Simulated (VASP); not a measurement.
Input of a VASP 6.6.1 run:

The input INCAR:

```
  PREC = Accurate
  ENCUT = 520
  EDIFF = 1E-7
  ISMEAR = 0
  SIGMA = 0.05
  LREAL = False
  LASPH = True
  NELM = 80
  ALGO = Normal
  ISIF = 2
  LWAVE = False
  LCHARG = False
  NBANDS = 16
```

Contents of KPOINTS:

```
Automatic mesh
0
Gamma
  9 9 6
```

File POSCAR:

```
AlN
1.0
    3.3305662437      0.0000000000      0.0000000000
   -1.6652831218      2.8843549760      0.0000000000
    0.0000000000      0.0000000000      4.1691689022
Al N
2 2
Direct
    0.3333333333      0.6666666667      0.7554689695
    0.6666666667      0.3333333333      0.2554689695
    0.3333333333      0.6666666667      0.2394651809
    0.6666666667      0.3333333333      0.7394651809
```

Potentials or basis: VASP PAW LDA potentials, release 64 (Al, N).

Run with:

```sh
$ cat potpaw_LDA.64/Al/POTCAR potpaw_LDA.64/N/POTCAR > POTCAR
$ mpirun -np 1 vasp_std > vasp.out
```

What does it give for the band gap on the k mesh?

3.28 eV, direct.

Predict the pressure.

-9.3 GPa.

What does it give for the largest force?

0.127 eV/Å.

Stress tensor (GPa, compression positive):
```
-10.44   0.00   0.00
  0.00 -10.44   0.00
  0.00   0.00  -7.08
```

As with any semilocal functional, this LDA gap is likely too small.
